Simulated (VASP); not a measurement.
# W (P6_3/mmc) in VASP: a series of runs, part 2 of 2

VASP 6.6.1.

## (5) Single point, PBE

This run uses another cell than the first one, of 16.52 Å³/atom, 1.135 times its volume.

INCAR

```
SYSTEM = W
PREC = Accurate ; ENCUT = 520
EDIFF = 1E-6 ; ISMEAR = -1
SIGMA = 0.1 ; LREAL = .FALSE.
LASPH = .TRUE. ; NELM = 100
ALGO = Normal ; ISIF = 2
LWAVE = .FALSE. ; LCHARG = .TRUE.
GGA = PE ; LELF = .TRUE.
LVHAR = .TRUE. ; NBANDS = 21
```

KPOINTS

```
Automatic mesh
0
G
  10 10 6
  0 0 0
```

POSCAR

```
W
1.0
    2.7791726071      0.0000000000      0.0000000000
   -1.3895863036      2.4068340793      0.0000000000
    0.0000000000      0.0000000000      4.9389495164
W
2
Direct
    0.3333333333      0.6666666667      0.2500000000
    0.6666666667      0.3333333333      0.7500000000
```

Potentials or basis: VASP PAW PBE potentials, release 64 (W_sv).

Run with:

```bash
$ cat potpaw_PBE.64/W_sv/POTCAR > POTCAR
$ mpirun -np 1 vasp_std > vasp.out
```

OUTCAR:

```text
SYSTEM = W
   PREC = Accurate
   ENCUT = 520
   EDIFF = 1E-6
   ISMEAR = -1
   LREAL = .FALSE.
   LASPH = .TRUE.
   NELM = 100
   ISIF = 2
   GGA = PE

 ion  position               nearest neighbor table
   1  0.333  0.667  0.250-   2 2.94   2 2.94   2 2.94   2 2.94   2 2.94   2 2.94
   2  0.667  0.333  0.750-   1 2.94   1 2.94   1 2.94   1 2.94   1 2.94   1 2.94

  LATTYP: Found a hexagonal cell.
 ALAT       =     2.7791726071
 C/A-ratio  =     1.7771294607

  Lattice vectors:

 A1 = (   2.7791726071,   0.0000000000,   0.0000000000)
 A2 = (  -1.3895863036,   2.4068340793,   0.0000000000)
 A3 = (   0.0000000000,   0.0000000000,   4.9389495164)

Analysis of symmetry for initial positions (statically):
=====================================================================
 Subroutine PRICEL returns:
 Original cell was already a primitive cell.

 Routine SETGRP: Setting up the symmetry group for a
 hexagonal supercell.

 Subroutine GETGRP returns: Found 24 space group operations
 (whereof 12 operations were pure point group operations)
 out of a pool of 24 trial point group operations.

The static configuration has the point symmetry D_3d.
 The point group associated with its full space group is D_6h.

Analysis of symmetry for dynamics (positions and initial velocities):
=====================================================================
 Subroutine PRICEL returns:
 Original cell was already a primitive cell.

 Routine SETGRP: Setting up the symmetry group for a
 hexagonal supercell.

 Subroutine GETGRP returns: Found 24 space group operations
 (whereof 12 operations were pure point group operations)
 out of a pool of 24 trial point group operations.

The dynamic configuration has the point symmetry D_3d.
 The point group associated with its full space group is D_6h.

 Subroutine INISYM returns: Found 24 space group operations
 (whereof 12 operations are pure point group operations),
 and found     1 'primitive' translations

----------------------------------------------------------------------------------------

                                     Primitive cell

  volume of cell :      33.0367

  direct lattice vectors                    reciprocal lattice vectors
     2.779172607  0.000000000  0.000000000     0.359819321  0.207741782  0.000000000
    -1.389586304  2.406834079  0.000000000     0.000000000  0.415483563  0.000000000
     0.000000000  0.000000000  4.938949516     0.000000000  0.000000000  0.202472205

  length of vectors
     2.779172607  2.779172607  4.938949516     0.415483564  0.415483563  0.202472205

  position of ions in fractional coordinates (direct lattice)
     0.333333333  0.666666667  0.250000000
     0.666666667  0.333333333  0.750000000

  ion indices of the primitive-cell ions
   primitive index   ion index
                 1           1
                 2           2

----------------------------------------------------------------------------------------

 KPOINTS: Automatic mesh

Automatic generation of k-mesh.
 Grid dimensions read from file:
 generate k-points for:   10   10    6

 Generating k-lattice:

  Cartesian coordinates                     Fractional coordinates (reciprocal lattice)
     0.035981932  0.020774178  0.000000000     0.100000000  0.000000000  0.000000000
     0.000000000  0.041548356  0.000000000     0.000000000  0.100000000  0.000000000
     0.000000000  0.000000000  0.033745368     0.000000000  0.000000000  0.166666667

  Length of vectors
     0.041548356  0.041548356  0.033745368

  Shift w.r.t. Gamma in fractional coordinates (k-lattice)
     0.000000000  0.000000000  0.000000000

 Subroutine IBZKPT returns following result:
 ===========================================

 Found     56 irreducible k-points:

 Following reciprocal coordinates:
            Coordinates               Weight
  0.000000  0.000000  0.000000      1.000000
  0.100000  0.000000  0.000000      6.000000
  0.200000  0.000000  0.000000      6.000000
  0.300000  0.000000  0.000000      6.000000
  0.400000 -0.000000  0.000000      6.000000
  0.500000 -0.000000  0.000000      3.000000
[... 16 lines left out ...]
  0.300000  0.100000  0.166667     24.000000
  0.400000  0.100000  0.166667     24.000000
 [... further k-points ...]
   k-points           NKPTS =     56   k-points in BZ     NKDIM =     56   number of bands    NBANDS=     21
   number of dos      NEDOS =    301   number of ions     NIONS =      2
   total plane-waves  NPLWV =  23040
   dimension x,y,z NGX =    24 NGY =   24 NGZ =   40
   dimension x,y,z NGXF=    48 NGYF=   48 NGZF=   80
   ions per type =               2
   NGX,Y,Z   is equivalent  to a cutoff of  14.36, 14.36, 13.46 a.u.
   NGXF,Y,Z  is equivalent  to a cutoff of  28.71, 28.71, 26.93 a.u.
 SYSTEM =  W
   PREC   = accura    normal or accurate (medium, high low for compatibility)
   ISTART =      0    job   : 0-new  1-cont  2-samecut
   ICHARG =      2    charge: 1-file 2-atom 10-const
   ISPIN  =      1    spin polarized calculation?
   LNONCOLLINEAR =      F non collinear calculations
   LSORBIT =      F    spin-orbit coupling
   LASPH  =      T    aspherical Exc in radial PAW
   ENCUT  =  520.0 eV  38.22 Ry    6.18 a.u.   5.17  5.17  9.18*2*pi/ulx,y,z
   NELM   =    100;   NELMIN=  2; NELMDL= -5     # of ELM steps
   EDIFF  = 0.1E-05   stopping-criterion for ELM
   LREAL  =      F    real-space projection
   EDIFFG = 0.1E-04   stopping-criterion for IOM
   NSW    =      0    number of steps for IOM
   IBRION =     -1    ionic relax: 0-MD 1-quasi-New 2-CG
   NFREE  =      0    steps in history (QN), initial steepest desc. (CG)
   ISIF   =      2    stress and relaxation
   ISYM   =      2    0-nonsym 1-usesym 2-fastsym
   POTIM  = 0.5000    time-step for ionic-motion
   TEBEG  =    0.0;   TEEND  =   0.0 temperature during run
   PSTRESS=    0.0 pullay stress
   NELECT =      28.0000    total number of electrons
   NUPDOWN=      -1.0000    fix difference up-down
   EMIN   =  10.00;   EMAX   =-10.00  energy-range for DOS
   EFERMI =   0.00;   METHOD = LEGACY
   ISMEAR =    -1;   SIGMA  =   0.10  broadening in eV -4-tet -1-fermi 0-gaus
   EFERMI_NEDOS =   21; number of points for ismear=-14 and -15
   IALGO  =     38    algorithm
   IMIX   =      4    mixing-type and parameters
     AMIX     =   0.40;   BMIX     =  1.00
     AMIX_MAG =   1.60;   BMIX_MAG =  1.00
  volume/ion in A,a.u.               =      16.52       111.47
  Fermi-wavevector in a.u.,A,eV,Ry     =   1.549276  2.927707 32.657461  2.400256
  Thomas-Fermi vector in A             =   2.654106
   LORBIT       =      0    0 simple, 1 ext, 2 COOP (PROOUT), +10 PAW based schemes
   GGA     = PE    functional components
[... 5 lines left out ...]
 non-spin polarized calculation
  energy-cutoff  :      520.00
  volume of cell :       33.04
 maximum number of plane-waves:       906
 NGX is ok and might be reduce to    24
   NGX = 11   NGY = 11   NGZ = 19

 number of electron      28.0000003 magnetization

 Free energy of the ion-electron system (eV)
  ---------------------------------------------------
  ext. energy  EPLUGINS =         0.00000000
  ---------------------------------------------------
  free energy    TOTEN  =       -24.94291585 eV

  energy without entropy =      -24.87112449  energy(sigma->0) =      -24.90702017

 E-fermi :  10.5046     XC(G=0): -13.3903

 val. band max:       10.4967562530   @ k =   0.4000   0.1000   0.1667
 cond. band min:      10.5097572904   @ k =   0.4000   0.2000   0.0000
 fundamental gap:      0.0130010374
 Fermi energy:        10.5046027498

 k-point     1 :       0.0000    0.0000    0.0000
  band No.  band energies     occupation
      1     -63.2768      2.00000
      2     -63.2067      2.00000
      3     -27.9925      2.00000
      4     -27.0918      2.00000
      5     -26.9034      2.00000
      6     -26.9034      2.00000
[... 13 lines left out ...]
     20      14.7503      0.00000
     21      19.2479      0.00000

 k-point     2 :       0.1000    0.0000    0.0000
  band No.  band energies     occupation
      1     -63.2659      2.00000
      2     -63.1989      2.00000
      3     -27.9580      2.00000
      4     -27.0962      2.00000
      5     -27.0149      2.00000
      6     -26.9338      2.00000
[... 13 lines left out ...]
     20      15.7164      0.00000
     21      19.1737      0.00000
[... 487 lines left out ...]
      5     -27.5607      2.00000
      6     -27.2112      2.00000
[... 13 lines left out ...]
     20      17.8411      0.00000
     21      20.5500      0.00000

 k-point    24 :       0.4000    0.1000    0.1667
  band No.  band energies     occupation
      1     -63.1534      2.00000
      2     -63.1335      2.00000
      3     -27.9830      2.00000
      4     -27.8763      2.00000
      5     -27.4876      2.00000
      6     -27.2544      2.00000
[... 13 lines left out ...]
     20      18.5955      0.00000
     21      20.5207      0.00000

 [... further k-points ...]
[... 5 lines left out ...]
  --------------------------------------------------------------------------------------
  -------------------------------------------------------------------------------------
  Total        0.0979361      0.0979361      0.0705173     -0.0000000      0.0000000     -0.0000000
  in kB        4.7495997      4.7495997      3.4198753     -0.0000000      0.0000000     -0.0000000
  external PRESSURE =       4.3063582 kB  Pullay stress =       0.0000000 kB

 VOLUME and BASIS-vectors are now :
 -----------------------------------------------------------------------------
  energy-cutoff  :      520.00
  volume of cell :       33.04
      direct lattice vectors                 reciprocal lattice vectors
     2.779172607  0.000000000  0.000000000     0.359819321  0.207741782  0.000000000
    -1.389586304  2.406834079  0.000000000     0.000000000  0.415483563  0.000000000
     0.000000000  0.000000000  4.938949516     0.000000000  0.000000000  0.202472205

 POSITION                                       TOTAL-FORCE (eV/Angst)
 -----------------------------------------------------------------------------------
     -0.00000      1.60456      1.23474         0.000000      0.000000      0.000000
      1.38959      0.80228      3.70421        -0.000000     -0.000000      0.000000
 -----------------------------------------------------------------------------------
    total drift:                               -0.000000      0.000000     -0.000000

  FREE ENERGIE OF THE ION-ELECTRON SYSTEM (eV)
  ---------------------------------------------------
  free  energy   TOTEN  =       -24.9429158513 eV

  energy  without entropy=      -24.8711244938  energy(sigma->0) =      -24.90702017
```

OSZICAR:

```text
N       E                     dE             d eps       ncg     rms          rms(c)
DAV:   1     0.291452997689E+03    0.29145E+03   -0.17395E+04  2368   0.157E+03
DAV:   2    -0.165540583900E+02   -0.30801E+03   -0.30080E+03  2512   0.464E+02
DAV:   3    -0.260574592843E+02   -0.95034E+01   -0.92837E+01  2714   0.818E+01
DAV:   4    -0.261629573743E+02   -0.10550E+00   -0.10508E+00  2432   0.876E+00
DAV:   5    -0.261639526741E+02   -0.99530E-03   -0.99529E-03  2690   0.912E-01    0.269E+01
DAV:   6    -0.251950156638E+02    0.96894E+00   -0.12177E+00  2547   0.105E+01    0.105E+01
DAV:   7    -0.249516593222E+02    0.24336E+00   -0.62081E-01  2676   0.690E+00    0.717E-01
DAV:   8    -0.249430080766E+02    0.86512E-02   -0.12170E-02  2387   0.108E+00    0.113E-01
DAV:   9    -0.249429160591E+02    0.92018E-04   -0.38131E-04  3015   0.167E-01    0.643E-02
DAV:  10    -0.249429165441E+02   -0.48504E-06   -0.25051E-05  2450   0.456E-02    0.671E-03
DAV:  11    -0.249429158513E+02    0.69283E-06   -0.44825E-06  2383   0.193E-02
   1 F= -.24942916E+02 E0= -.24907020E+02  d E =-.717914E-01
```

stdout:

```text
POSCAR found type information on POSCAR W
 POSCAR found :  1 types and       2 ions
 scaLAPACK will be used
 LDA part: xc-table for (Slater+PW92), standard interpolation
 POSCAR, INCAR and KPOINTS ok, starting setup
 FFT: planning ... GRIDC
 FFT: planning ... GRID_SOFT
 FFT: planning ... GRID
 WAVECAR not read
 entering main loop
```

Wall time 59 s (1 thread of AMD EPYC 7R43 (Zen 3), shared host); peak memory 0.13 GiB.

Results:

```
Free energy            : -24.9429 eV
Pressure               : 0.4 GPa
Band gap on the k mesh : zero (band 14 reaches 11.73 eV, above the bottom of band 15 at 10.12 eV)
```

Caveat: spin-orbit coupling is left out, which moves the levels of the heavy elements.

## (6) Summary

| cell | gap on the mesh (eV) | pressure (GPa) |
| --- | --- | --- |
| a = 2.683, b = 2.683, c = 4.670 Å, angles 90.0, 90.0, 120.0°, 2 atoms | none | 46.1 |
| a = 2.710, b = 2.710, c = 4.743 Å, angles 90.0, 90.0, 120.0°, 2 atoms | none | 30.9 |
| a = 2.742, b = 2.742, c = 4.830 Å, angles 90.0, 90.0, 120.0°, 2 atoms | none | 15.7 |
| a = 2.779, b = 2.779, c = 4.939 Å, angles 90.0, 90.0, 120.0°, 2 atoms | none | 0.4 |

Alike in all rows: task single point; level PBE; potentials or basis VASP PAW PBE potentials, release 64 (W_sv); no spin polarisation; k mesh 10 × 10 × 6; cutoff (eV) 520; smearing fermi-dirac 0.1 eV.

Caveats: spin-orbit coupling is left out, which moves the levels of the heavy elements.

Absolute energies hang on the potentials; compare differences alone.
